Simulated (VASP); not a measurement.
# CoSn2 (I4/mcm) in VASP: single point with PBEsol

Aim: the single point of CoSn2 with PBEsol.

All numbers are computed with VASP 6.6.1; they aren't measurements. Logs are shortened: lines on timing, memory, paths and dates and some standing lists are left out, and cuts for length are marked.

### Step 1. The cell of the first run

The structure is tetragonal, space group I4/mcm (No. 140). The conventional cell has a = 6.222 Å, b = 6.222 Å, c = 5.613 Å, α = 90.00°, β = 90.00°, γ = 90.00°. Co (site symmetry 422) has 8 Sn at 2.71 Å and 2 Co at 2.81 Å within 3.6 Å. Sn (site symmetry m2m) has 4 Co at 2.71 Å and 11 Sn at 2.95 to 3.50 Å within 3.6 Å.

### Step 2. Single point, PBEsol (uniaxial strain along c: +4.0 %, then relaxed in part)

INCAR reads:

```
PREC = Accurate
ENCUT = 520
EDIFF = 1E-7
ISMEAR = 0
SIGMA = 0.1
LREAL = False
LASPH = True
NELM = 60
ALGO = Fast
ISIF = 2
LWAVE = False
LCHARG = False
GGA = PS
NBANDS = 86
```

KPOINTS reads:

```
Automatic mesh
0
Gamma
  6 6 8
```

POSCAR reads:

```
CoSn2
1.0
    6.2216963399      0.0000000000      0.0000000000
    0.0000000000      6.2216963399      0.0000000000
    0.0000000000      0.0000000000      5.6134172649
Co Sn
4 8
Direct
    0.0000000000      0.0000000000      0.2500000000
    0.0000000000      0.0000000000      0.7500000000
    0.5000000000      0.5000000000      0.7500000000
    0.5000000000      0.5000000000      0.2500000000
    0.1677835133      0.6677835133      0.0000000000
    0.3322164867      0.1677835133      0.0000000000
    0.3322164867      0.8322164867      0.5000000000
    0.1677835133      0.3322164867      0.5000000000
    0.6677835133      0.1677835133      0.5000000000
    0.8322164867      0.6677835133      0.5000000000
    0.8322164867      0.3322164867      0.0000000000
    0.6677835133      0.8322164867      0.0000000000
```

Potentials or basis: VASP PAW PBE potentials, release 64 (Co, Sn_d).

Launch:

```bash
$ cat potpaw_PBE.64/Co/POTCAR potpaw_PBE.64/Sn_d/POTCAR > POTCAR
$ mpirun -np 1 vasp_std > vasp.out
```

OUTCAR:

```text
PREC = Accurate
   ENCUT = 520
   EDIFF = 1E-7
   ISMEAR = 0
   LREAL = False
   LASPH = True
   NELM = 60
   ISIF = 2
   GGA = PS

 ion  position               nearest neighbor table
   1  0.000  0.000  0.250-   5 2.71   6 2.71   7 2.71   8 2.71   9 2.71  10 2.71  11 2.71  12 2.71
                             2 2.81   2 2.81
   2  0.000  0.000  0.750-   5 2.71   6 2.71   7 2.71   8 2.71   9 2.71  10 2.71  11 2.71  12 2.71
                             1 2.81   1 2.81
   3  0.500  0.500  0.750-   5 2.71   6 2.71   7 2.71   8 2.71   9 2.71  10 2.71  11 2.71  12 2.71
                             4 2.81   4 2.81
   4  0.500  0.500  0.250-   5 2.71   6 2.71   7 2.71   8 2.71   9 2.71  10 2.71  11 2.71  12 2.71
                             3 2.81   3 2.81
   5  0.168  0.668  0.000-   1 2.71   2 2.71   3 2.71   4 2.71  11 2.95   7 3.16   7 3.16  12 3.27
                             6 3.27   6 3.27  12 3.27   8 3.50  10 3.50  10 3.50   8 3.50
   6  0.332  0.168  0.000-   1 2.71   2 2.71   3 2.71   4 2.71  12 2.95   8 3.16   8 3.16   5 3.27
                            11 3.27   5 3.27  11 3.27   7 3.50   9 3.50   9 3.50   7 3.50
   7  0.332  0.832  0.500-   1 2.71   2 2.71   3 2.71   4 2.71   9 2.95   5 3.16   5 3.16  10 3.27
                             8 3.27   8 3.27  10 3.27   6 3.50  12 3.50  12 3.50   6 3.50
   8  0.168  0.332  0.500-   1 2.71   2 2.71   3 2.71   4 2.71  10 2.95   6 3.16   6 3.16   7 3.27
                             9 3.27   7 3.27   9 3.27   5 3.50  11 3.50  11 3.50   5 3.50
   9  0.668  0.168  0.500-   1 2.71   2 2.71   3 2.71   4 2.71   7 2.95  11 3.16  11 3.16   8 3.27
                            10 3.27  10 3.27   8 3.27   6 3.50  12 3.50  12 3.50   6 3.50
  10  0.832  0.668  0.500-   1 2.71   2 2.71   3 2.71   4 2.71   8 2.95  12 3.16  12 3.16   7 3.27
                             9 3.27   9 3.27   7 3.27  11 3.50  11 3.50   5 3.50   5 3.50
  11  0.832  0.332  0.000-   1 2.71   2 2.71   3 2.71   4 2.71   5 2.95   9 3.16   9 3.16  12 3.27
                             6 3.27  12 3.27   6 3.27  10 3.50  10 3.50   8 3.50   8 3.50
  12  0.668  0.832  0.000-   1 2.71   2 2.71   3 2.71   4 2.71   6 2.95  10 3.16  10 3.16  11 3.27
                             5 3.27  11 3.27   5 3.27   9 3.50   7 3.50   9 3.50   7 3.50

  LATTYP: Found a simple tetragonal cell.
 ALAT       =     6.2216963399
 C/A-ratio  =     0.9022326000

  Lattice vectors:

 A1 = (   6.2216963399,   0.0000000000,   0.0000000000)
 A2 = (   0.0000000000,   6.2216963399,   0.0000000000)
 A3 = (   0.0000000000,   0.0000000000,   5.6134172649)

Analysis of symmetry for initial positions (statically):
=====================================================================
 Subroutine PRICEL returns following result:

  LATTYP: Found a body centered tetragonal cell.
 ALAT       =     6.2216963399
 C/A-ratio  =     0.9022326000

  Lattice vectors:

 A1 = (  -3.1108481700,  -3.1108481700,  -2.8067086324)
 A2 = (   3.1108481700,   3.1108481700,  -2.8067086324)
 A3 = (   3.1108481700,  -3.1108481699,   2.8067086324)

   2 primitive cells build up your supercell.

 Routine SETGRP: Setting up the symmetry group for a
 simple tetragonal supercell.

 Subroutine GETGRP returns: Found 16 space group operations
 (whereof  8 operations were pure point group operations)
 out of a pool of 16 trial point group operations.

The static configuration has the point symmetry C_4h.
 The point group associated with its full space group is D_4h.

Analysis of symmetry for dynamics (positions and initial velocities):
=====================================================================
 Subroutine PRICEL returns following result:

  LATTYP: Found a body centered tetragonal cell.
 ALAT       =     6.2216963399
 C/A-ratio  =     0.9022326000

  Lattice vectors:

 A1 = (  -3.1108481700,  -3.1108481700,  -2.8067086324)
 A2 = (   3.1108481700,   3.1108481700,  -2.8067086324)
 A3 = (   3.1108481700,  -3.1108481699,   2.8067086324)

   2 primitive cells build up your supercell.

 Routine SETGRP: Setting up the symmetry group for a
 simple tetragonal supercell.

 Subroutine GETGRP returns: Found 16 space group operations
 (whereof  8 operations were pure point group operations)
 out of a pool of 16 trial point group operations.

The dynamic configuration has the point symmetry C_4h.
 The point group associated with its full space group is D_4h.

 Subroutine INISYM returns: Found 16 space group operations
 (whereof  8 operations are pure point group operations),
[... 45 lines left out ...]
     0.000000000  0.026787978  0.000000000     0.000000000  0.166666667  0.000000000
     0.000000000  0.000000000  0.022268076     0.000000000  0.000000000  0.125000000

  Length of vectors
     0.026787978  0.026787978  0.022268076

  Shift w.r.t. Gamma in fractional coordinates (k-lattice)
     0.000000000  0.000000000  0.000000000

 Subroutine IBZKPT returns following result:
 ===========================================

 Found     50 irreducible k-points:

 Following reciprocal coordinates:
            Coordinates               Weight
  0.000000  0.000000  0.000000      1.000000
  0.166667  0.000000  0.000000      4.000000
  0.333333  0.000000  0.000000      4.000000
  0.500000  0.000000  0.000000      2.000000
  0.166667  0.166667  0.000000      4.000000
  0.333333  0.166667  0.000000      8.000000
[... 16 lines left out ...]
  0.333333  0.000000  0.250000      8.000000
  0.500000  0.000000  0.250000      4.000000
 [... further k-points ...]
   k-points           NKPTS =     50   k-points in BZ     NKDIM =     50   number of bands    NBANDS=     86
   number of dos      NEDOS =    301   number of ions     NIONS =     12
   total plane-waves  NPLWV =  96768
   dimension x,y,z NGX =    48 NGY =   48 NGZ =   42
   dimension x,y,z NGXF=    96 NGYF=   96 NGZF=   84
   ions per type =               4   8
   NGX,Y,Z   is equivalent  to a cutoff of  12.83, 12.83, 12.44 a.u.
   NGXF,Y,Z  is equivalent  to a cutoff of  25.65, 25.65, 24.88 a.u.
 SYSTEM =  unknown system
   PREC   = accura    normal or accurate (medium, high low for compatibility)
   ISTART =      0    job   : 0-new  1-cont  2-samecut
   ICHARG =      2    charge: 1-file 2-atom 10-const
   ISPIN  =      1    spin polarized calculation?
   LNONCOLLINEAR =      F non collinear calculations
   LSORBIT =      F    spin-orbit coupling
   LASPH  =      T    aspherical Exc in radial PAW
   ENCUT  =  520.0 eV  38.22 Ry    6.18 a.u.  11.57 11.57 10.44*2*pi/ulx,y,z
   NELM   =     60;   NELMIN=  2; NELMDL= -5     # of ELM steps
   EDIFF  = 0.1E-06   stopping-criterion for ELM
   LREAL  =      F    real-space projection
   EDIFFG = 0.1E-05   stopping-criterion for IOM
   NSW    =      0    number of steps for IOM
   IBRION =     -1    ionic relax: 0-MD 1-quasi-New 2-CG
   NFREE  =      0    steps in history (QN), initial steepest desc. (CG)
   ISIF   =      2    stress and relaxation
   ISYM   =      2    0-nonsym 1-usesym 2-fastsym
   POTIM  = 0.5000    time-step for ionic-motion
   TEBEG  =    0.0;   TEEND  =   0.0 temperature during run
   PSTRESS=    0.0 pullay stress
   NELECT =     148.0000    total number of electrons
   NUPDOWN=      -1.0000    fix difference up-down
   EMIN   =  10.00;   EMAX   =-10.00  energy-range for DOS
   EFERMI =   0.00;   METHOD = LEGACY
   ISMEAR =     0;   SIGMA  =   0.10  broadening in eV -4-tet -1-fermi 0-gaus
   EFERMI_NEDOS =   21; number of points for ismear=-14 and -15
   IALGO  =     68    algorithm
   IMIX   =      4    mixing-type and parameters
     AMIX     =   0.40;   BMIX     =  1.00
     AMIX_MAG =   1.60;   BMIX_MAG =  1.00
  volume/ion in A,a.u.               =      18.11       122.20
  Fermi-wavevector in a.u.,A,eV,Ry     =   1.440391  2.721944 28.228367  2.074726
  Thomas-Fermi vector in A             =   2.559140
   LORBIT       =      0    0 simple, 1 ext, 2 COOP (PROOUT), +10 PAW based schemes
   GGA     = PS    functional components
   LHFCALC =     F    Hartree Fock is set to
   AEXX    =    0.0000 exact exchange contribution
   IVDW    =     0    specifies the selected vdW correction
   LEPSILON=     F    determine dielectric tensor
   LRPA    =     F    only Hartree local field effects (RPA)
 non-spin polarized calculation
 RMM-DIIS sequential band-by-band and
 Gauss-broadening in eV      SIGMA  =   0.10
  energy-cutoff  :      520.00
  volume of cell :      217.29
 maximum number of plane-waves:      5889
 NGX is ok and might be reduce to    48
   NGX = 23   NGY = 23   NGZ = 21

 number of electron     147.9999994 magnetization

 Free energy of the ion-electron system (eV)
  ---------------------------------------------------
  ext. energy  EPLUGINS =         0.00000000
  ---------------------------------------------------
  free energy    TOTEN  =       -66.44015265 eV

  energy without entropy =      -66.40092944  energy(sigma->0) =      -66.42054104

 E-fermi :  10.5247     XC(G=0): -11.9907

 val. band max:       10.5219400676   @ k =   0.3333   0.3333   0.3750
 cond. band min:      10.5373018290   @ k =   0.0000   0.0000   0.0000
 fundamental gap:      0.0153617614
 Fermi energy:        10.5246578281

 k-point     1 :       0.0000    0.0000    0.0000
  band No.  band energies     occupation
      1     -10.9472      2.00000
      2     -10.9323      2.00000
      3     -10.9246      2.00000
      4     -10.8997      2.00000
      5     -10.8740      2.00000
      6     -10.8717      2.00000
[... 2125 lines left out ...]
     85      14.1757      0.00000
     86      14.1798      0.00000

 [... further k-points ...]

------------------------ aborting loop because EDIFF is reached ----------------------------------------

  FORCE on cell =-STRESS in cart. coord.  units (eV):
  Direction    XX          YY          ZZ          XY          YZ          ZX
  --------------------------------------------------------------------------------------
  -------------------------------------------------------------------------------------
  Total       -0.1053413     -0.1053413     -8.0437659      0.0000000      0.0000000      0.0000000
  in kB       -0.7767200     -0.7767200    -59.3096087      0.0000000      0.0000000      0.0000000
  external PRESSURE =     -20.2876829 kB  Pullay stress =       0.0000000 kB

 VOLUME and BASIS-vectors are now :
 -----------------------------------------------------------------------------
  energy-cutoff  :      520.00
  volume of cell :      217.29
      direct lattice vectors                 reciprocal lattice vectors
     6.221696340  0.000000000  0.000000000     0.160727870  0.000000000  0.000000000
     0.000000000  6.221696340  0.000000000     0.000000000  0.160727870  0.000000000
     0.000000000  0.000000000  5.613417265     0.000000000  0.000000000  0.178144605

 POSITION                                       TOTAL-FORCE (eV/Angst)
 -----------------------------------------------------------------------------------
      0.00000      0.00000      1.40335        -0.000000     -0.000000      0.000000
      0.00000      0.00000      4.21006        -0.000000     -0.000000      0.000000
      3.11085      3.11085      4.21006        -0.000000     -0.000000      0.000000
      3.11085      3.11085      1.40335        -0.000000     -0.000000      0.000000
      1.04390      4.15475      0.00000         0.000522      0.000522      0.000000
      2.06695      1.04390      0.00000        -0.000522      0.000522     -0.000000
      2.06695      5.17780      2.80671        -0.000522     -0.000522     -0.000000
      1.04390      2.06695      2.80671         0.000522     -0.000522     -0.000000
      4.15475      1.04390      2.80671         0.000522      0.000522      0.000000
      5.17780      4.15475      2.80671        -0.000522      0.000522     -0.000000
      5.17780      2.06695      0.00000        -0.000522     -0.000522     -0.000000
      4.15475      5.17780      0.00000         0.000522     -0.000522     -0.000000
 -----------------------------------------------------------------------------------
    total drift:                                0.000000      0.000000      0.000000

  FREE ENERGIE OF THE ION-ELECTRON SYSTEM (eV)
  ---------------------------------------------------
  free  energy   TOTEN  =       -66.4401526517 eV

  energy  without entropy=      -66.4009294359  energy(sigma->0) =      -66.42054104
```

Wall time 43 min (1 thread of Oxide Virtual Turin-like, shared host); peak memory 0.71 GiB.

What came out:

| Property | Result |
| --- | --- |
| Free energy | -66.4402 eV |
| Pressure | -2.0 GPa |
| Band gap on the k mesh | zero (bands 74 and 75 overlap by 1.43 eV) |

Stress tensor (GPa, compression positive):
```
-0.08  0.00  0.00
 0.00 -0.08  0.00
 0.00  0.00 -5.93
```

Levels at points of the mesh, in eV from the Fermi level:
```csv
k point,band 71,band 72,band 73,band 74,band 75,band 76,band 77,band 78
"(0.00, 0.00, 0.00)",-0.76,-0.67,-0.67,0.01,0.18,0.46,0.46,0.54
"(0.50, 0.00, 0.00)",-0.63,-0.63,-0.22,-0.22,-0.03,-0.03,0.36,0.36
"(0.50, 0.50, 0.00)",-0.83,-0.83,-0.67,-0.67,0.58,0.58,1.05,1.05
"(0.00, 0.00, 0.50)",-0.63,-0.63,-0.26,-0.26,-0.26,-0.26,0.47,0.47
"(0.50, 0.00, 0.50)",-0.68,-0.68,0.27,0.27,0.27,0.27,1.66,1.66
"(0.50, 0.50, 0.50)",-0.62,-0.62,1.17,1.17,1.17,1.17,1.19,1.19
```

Caveat: the cell differs from its parent crystal (uniaxial strain along c: +4.0 %, then relaxed in part); the stress differs along the axes, from -6 to -0 GPa; the PAW data sets were made with another functional, which shifts forces and pressure a little; spin-orbit coupling is left out, which moves the levels of the heavy elements; the run has no spin polarisation, though such a crystal can be magnetic.
